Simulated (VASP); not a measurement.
# Na (P6/mmm) in VASP: a series of runs, part 2 of 2

VASP 6.6.1.

### 5 Single point, PBE

This run uses another cell than the first one, of 38.45 Å³/atom, 1.333 times its volume.

Contents of INCAR:

```
SYSTEM = Na
PREC = Accurate
ENCUT = 520
EDIFF = 1E-6
ISMEAR = -1
SIGMA = 0.08
LREAL = .False.
LASPH = .True.
NELM = 60
ALGO = Normal
ISIF = 2
LWAVE = .False.
LCHARG = .False.
GGA = PE
NBANDS = 10
```

Contents of KPOINTS:

```
Automatic mesh
0
Gamma
  13 13 12
  0 0 0
```

Contents of POSCAR:

```
Na
1.0
    3.6146556995      0.0000000000      0.0000000000
   -1.8073278498      3.1303836617      0.0000000000
    0.0000000000      0.0000000000      3.3977763575
Na
1
Direct
    0.0000000000      0.0000000000      0.0000000000
```

Potentials or basis: VASP PAW PBE potentials, release 64 (Na_pv).

On the command line:

```console
$ cat potpaw_PBE.64/Na_pv/POTCAR > POTCAR
$ mpirun -np 1 vasp_std > vasp.out
```

OUTCAR:

```text
SYSTEM = Na
   PREC = Accurate
   ENCUT = 520
   EDIFF = 1E-6
   ISMEAR = -1
   LREAL = .False.
   LASPH = .True.
   NELM = 60
   ISIF = 2
   GGA = PE

 ion  position               nearest neighbor table
   1  0.000  0.000  0.000-

  LATTYP: Found a hexagonal cell.
 ALAT       =     3.6146556995
 C/A-ratio  =     0.9400000000

  Lattice vectors:

 A1 = (   3.6146556995,   0.0000000000,   0.0000000000)
 A2 = (  -1.8073278498,   3.1303836617,   0.0000000000)
 A3 = (   0.0000000000,   0.0000000000,   3.3977763575)

Analysis of symmetry for initial positions (statically):
=====================================================================
 Subroutine PRICEL returns:
 Original cell was already a primitive cell.

 Routine SETGRP: Setting up the symmetry group for a
 hexagonal supercell.

 Subroutine GETGRP returns: Found 24 space group operations
 (whereof 24 operations were pure point group operations)
 out of a pool of 24 trial point group operations.

The static configuration has the point symmetry D_6h.

Analysis of symmetry for dynamics (positions and initial velocities):
=====================================================================
 Subroutine PRICEL returns:
 Original cell was already a primitive cell.

 Routine SETGRP: Setting up the symmetry group for a
 hexagonal supercell.

 Subroutine GETGRP returns: Found 24 space group operations
 (whereof 24 operations were pure point group operations)
 out of a pool of 24 trial point group operations.

The dynamic configuration has the point symmetry D_6h.

 Subroutine INISYM returns: Found 24 space group operations
 (whereof 24 operations are pure point group operations),
 and found     1 'primitive' translations

----------------------------------------------------------------------------------------

                                     Primitive cell

  volume of cell :      38.4467

  direct lattice vectors                    reciprocal lattice vectors
[... 103 lines left out ...]
   IMIX   =      4    mixing-type and parameters
     AMIX     =   0.40;   BMIX     =  1.00
     AMIX_MAG =   1.60;   BMIX_MAG =  1.00
  volume/ion in A,a.u.               =      38.45       259.45
  Fermi-wavevector in a.u.,A,eV,Ry     =   0.927871  1.753423 11.713870  0.860945
  Thomas-Fermi vector in A             =   2.053987
   LORBIT       =      0    0 simple, 1 ext, 2 COOP (PROOUT), +10 PAW based schemes
   GGA     = PE    functional components
   LHFCALC =     F    Hartree Fock is set to
   AEXX    =    0.0000 exact exchange contribution
   IVDW    =     0    specifies the selected vdW correction
   LEPSILON=     F    determine dielectric tensor
   LRPA    =     F    only Hartree local field effects (RPA)
 non-spin polarized calculation
  energy-cutoff  :      520.00
  volume of cell :       38.45
 maximum number of plane-waves:      1057
 NGX is ok and might be reduce to    28
   NGX = 13   NGY = 13   NGZ = 13

 number of electron       7.0000001 magnetization

 Free energy of the ion-electron system (eV)
  ---------------------------------------------------
  ext. energy  EPLUGINS =         0.00000000
  ---------------------------------------------------
  free energy    TOTEN  =        -1.25103746 eV

  energy without entropy =       -1.24097366  energy(sigma->0) =       -1.24600556

 E-fermi :   0.2689     XC(G=0):  -6.4031

 val. band max:        0.2503749829   @ k =   0.0000   0.0000   0.5000
 cond. band min:       0.2967779433   @ k =   0.4615   0.0000   0.0000
 fundamental gap:      0.0464029604
 Fermi energy:         0.2688697287

 k-point     1 :       0.0000    0.0000    0.0000
  band No.  band energies     occupation
      1     -24.7870      2.00000
      2     -24.7866      2.00000
      3     -24.7866      2.00000
      4      -2.9701      2.00000
      5       8.7687      0.00000
      6       9.7694      0.00000
      7      11.0114      0.00000
      8      11.0114      0.00000
      9      12.0883      0.00000
     10      12.0886      0.00000
[... 287 lines left out ...]
 k-point    24 :       0.1538    0.0000    0.0833
  band No.  band energies     occupation
      1     -24.7946      2.00000
      2     -24.7894      2.00000
      3     -24.7883      2.00000
      4      -2.5026      2.00000
      5       7.3663      0.00000
      6       8.0885      0.00000
      7       9.8376      0.00000
      8      10.3511      0.00000
      9      12.3967      0.00000
     10      14.0459      0.00000

 [... further k-points ...]
[... 5 lines left out ...]
  --------------------------------------------------------------------------------------
  -------------------------------------------------------------------------------------
  Total       -0.0036555     -0.0036555     -0.0156249      0.0000000     -0.0000000      0.0000000
  in kB       -0.1523338     -0.1523338     -0.6511329      0.0000000     -0.0000000      0.0000000
  external PRESSURE =      -0.3186002 kB  Pullay stress =       0.0000000 kB

 VOLUME and BASIS-vectors are now :
 -----------------------------------------------------------------------------
  energy-cutoff  :      520.00
  volume of cell :       38.45
      direct lattice vectors                 reciprocal lattice vectors
     3.614655700  0.000000000  0.000000000     0.276651522  0.159724831  0.000000000
    -1.807327850  3.130383662  0.000000000     0.000000000  0.319449661  0.000000000
     0.000000000  0.000000000  3.397776358     0.000000000  0.000000000  0.294310130

 POSITION                                       TOTAL-FORCE (eV/Angst)
 -----------------------------------------------------------------------------------
      0.00000      0.00000      0.00000         0.000000      0.000000      0.000000
 -----------------------------------------------------------------------------------
    total drift:                               -0.000000     -0.000000     -0.000000

  FREE ENERGIE OF THE ION-ELECTRON SYSTEM (eV)
  ---------------------------------------------------
  free  energy   TOTEN  =        -1.2510374599 eV

  energy  without entropy=       -1.2409736596  energy(sigma->0) =       -1.24600556
```

OSZICAR:

```text
N       E                     dE             d eps       ncg     rms          rms(c)
DAV:   1     0.274526817209E+02    0.27453E+02   -0.37806E+03  2946   0.577E+02
DAV:   2    -0.642609514037E+00   -0.28095E+02   -0.27970E+02  3026   0.147E+02
DAV:   3    -0.124718938974E+01   -0.60458E+00   -0.60411E+00  3642   0.235E+01
DAV:   4    -0.125255857411E+01   -0.53692E-02   -0.53688E-02  3492   0.218E+00
DAV:   5    -0.125263725310E+01   -0.78679E-04   -0.78678E-04  3370   0.261E-01    0.215E-01
DAV:   6    -0.125174020956E+01    0.89704E-03   -0.54042E-04  3552   0.281E-01    0.146E-01
DAV:   7    -0.125104596461E+01    0.69424E-03   -0.11826E-03  3392   0.341E-01    0.174E-02
DAV:   8    -0.125103668715E+01    0.92775E-05   -0.63158E-05  3490   0.129E-01    0.321E-03
DAV:   9    -0.125103745988E+01   -0.77273E-06   -0.56533E-07  3202   0.603E-03
   1 F= -.12510375E+01 E0= -.12460056E+01  d E =-.100638E-01
```

Wall time 33 s (1 thread of Intel Xeon Platinum 8375C at 2.90GHz (Ice Lake), shared host); peak memory 0.18 GiB.

Results:

| Quantity | Value |
| --- | --- |
| Free energy | -1.2510 eV |
| Pressure | 0.0 GPa |

### 6 Single point, PBE

This run uses another cell than the first one, of 38.45 Å³/atom, 1.333 times its volume.

Contents of INCAR:

```
PREC = Accurate ; ENCUT = 520
EDIFF = 1E-6 ; ISMEAR = -1
SIGMA = 0.08 ; LREAL = F
LASPH = T ; NELM = 100
ALGO = Normal ; ISIF = 2
LWAVE = F ; LCHARG = T
GGA = PE ; LELF = T
LVHAR = T ; NBANDS = 10
```

Contents of KPOINTS:

```
Automatic mesh
0
Gamma
  13 13 12
```

POSCAR is that of step 5.

Potentials or basis: VASP PAW PBE potentials, release 64 (Na_pv).

On the command line:

```console
$ cat potpaw_PBE.64/Na_pv/POTCAR > POTCAR
$ mpirun -np 1 vasp_std > vasp.out
```

OUTCAR:

```text
PREC = Accurate
   ENCUT = 520
   EDIFF = 1E-6
   ISMEAR = -1
   LREAL = F
   LASPH = T
   NELM = 100
   ISIF = 2
   GGA = PE

 ion  position               nearest neighbor table
   1  0.000  0.000  0.000-

  LATTYP: Found a hexagonal cell.
 ALAT       =     3.6146556995
 C/A-ratio  =     0.9400000000

  Lattice vectors:

 A1 = (   3.6146556995,   0.0000000000,   0.0000000000)
 A2 = (  -1.8073278498,   3.1303836617,   0.0000000000)
 A3 = (   0.0000000000,   0.0000000000,   3.3977763575)

Analysis of symmetry for initial positions (statically):
=====================================================================
 Subroutine PRICEL returns:
 Original cell was already a primitive cell.

 Routine SETGRP: Setting up the symmetry group for a
 hexagonal supercell.

 Subroutine GETGRP returns: Found 24 space group operations
 (whereof 24 operations were pure point group operations)
 out of a pool of 24 trial point group operations.

The static configuration has the point symmetry D_6h.

Analysis of symmetry for dynamics (positions and initial velocities):
=====================================================================
[... 157 lines left out ...]

 val. band max:        0.2503749829   @ k =   0.0000   0.0000   0.5000
 cond. band min:       0.2967779433   @ k =   0.4615   0.0000   0.0000
 fundamental gap:      0.0464029604
 Fermi energy:         0.2688697287

 k-point     1 :       0.0000    0.0000    0.0000
  band No.  band energies     occupation
      1     -24.7870      2.00000
      2     -24.7866      2.00000
      3     -24.7866      2.00000
      4      -2.9701      2.00000
      5       8.7687      0.00000
      6       9.7694      0.00000
      7      11.0114      0.00000
      8      11.0114      0.00000
      9      12.0883      0.00000
     10      12.0886      0.00000
[... 287 lines left out ...]
 k-point    24 :       0.1538    0.0000    0.0833
  band No.  band energies     occupation
      1     -24.7946      2.00000
      2     -24.7894      2.00000
      3     -24.7883      2.00000
      4      -2.5026      2.00000
      5       7.3663      0.00000
      6       8.0885      0.00000
      7       9.8376      0.00000
      8      10.3511      0.00000
      9      12.3967      0.00000
     10      14.0459      0.00000

 [... further k-points ...]
[... 5 lines left out ...]
  --------------------------------------------------------------------------------------
  -------------------------------------------------------------------------------------
  Total       -0.0036555     -0.0036555     -0.0156249      0.0000000     -0.0000000      0.0000000
  in kB       -0.1523338     -0.1523338     -0.6511329      0.0000000     -0.0000000      0.0000000
  external PRESSURE =      -0.3186002 kB  Pullay stress =       0.0000000 kB

 VOLUME and BASIS-vectors are now :
 -----------------------------------------------------------------------------
  energy-cutoff  :      520.00
  volume of cell :       38.45
      direct lattice vectors                 reciprocal lattice vectors
     3.614655700  0.000000000  0.000000000     0.276651522  0.159724831  0.000000000
    -1.807327850  3.130383662  0.000000000     0.000000000  0.319449661  0.000000000
     0.000000000  0.000000000  3.397776358     0.000000000  0.000000000  0.294310130

 POSITION                                       TOTAL-FORCE (eV/Angst)
 -----------------------------------------------------------------------------------
      0.00000      0.00000      0.00000         0.000000      0.000000      0.000000
 -----------------------------------------------------------------------------------
    total drift:                               -0.000000     -0.000000     -0.000000

  FREE ENERGIE OF THE ION-ELECTRON SYSTEM (eV)
  ---------------------------------------------------
  free  energy   TOTEN  =        -1.2510374599 eV

  energy  without entropy=       -1.2409736596  energy(sigma->0) =       -1.24600556
```

OSZICAR:

```text
N       E                     dE             d eps       ncg     rms          rms(c)
DAV:   1     0.274526817209E+02    0.27453E+02   -0.37806E+03  2946   0.577E+02
DAV:   2    -0.642609514037E+00   -0.28095E+02   -0.27970E+02  3026   0.147E+02
DAV:   3    -0.124718938974E+01   -0.60458E+00   -0.60411E+00  3642   0.235E+01
DAV:   4    -0.125255857411E+01   -0.53692E-02   -0.53688E-02  3492   0.218E+00
DAV:   5    -0.125263725310E+01   -0.78679E-04   -0.78678E-04  3370   0.261E-01    0.215E-01
DAV:   6    -0.125174020956E+01    0.89704E-03   -0.54042E-04  3552   0.281E-01    0.146E-01
DAV:   7    -0.125104596461E+01    0.69424E-03   -0.11826E-03  3392   0.341E-01    0.174E-02
DAV:   8    -0.125103668715E+01    0.92775E-05   -0.63158E-05  3490   0.129E-01    0.321E-03
DAV:   9    -0.125103745988E+01   -0.77273E-06   -0.56533E-07  3202   0.603E-03
   1 F= -.12510375E+01 E0= -.12460056E+01  d E =-.100638E-01
```

It took 28 s on 1 thread of Intel Xeon Platinum 8259CL at 2.50GHz (Skylake/Cascade Lake), shared host; peak memory 0.18 GiB.

What came out:

| Property | Result |
| --- | --- |
| Free energy | -1.2510 eV |
| Pressure | 0.0 GPa |

### 7 The runs side by side

```csv
cell,gap on the mesh (eV),pressure (GPa)
"a = 3.294, b = 3.294, c = 3.069 Å, angles 90.0, 90.0, 120.0°, 1 atom",none,3.3
"a = 3.432, b = 3.432, c = 3.204 Å, angles 90.0, 90.0, 120.0°, 1 atom",none,1.5
"a = 3.558, b = 3.558, c = 3.332 Å, angles 90.0, 90.0, 120.0°, 1 atom",none,0.4
"a = 3.615, b = 3.615, c = 3.398 Å, angles 90.0, 90.0, 120.0°, 1 atom",none,0.0
```

Alike in all rows: task single point; level PBE; potentials or basis VASP PAW PBE potentials, release 64 (Na_pv); no spin polarisation; k mesh 13 × 13 × 12; cutoff (eV) 520; smearing fermi-dirac 0.08 eV.

Absolute energies hang on the potentials; compare differences alone.
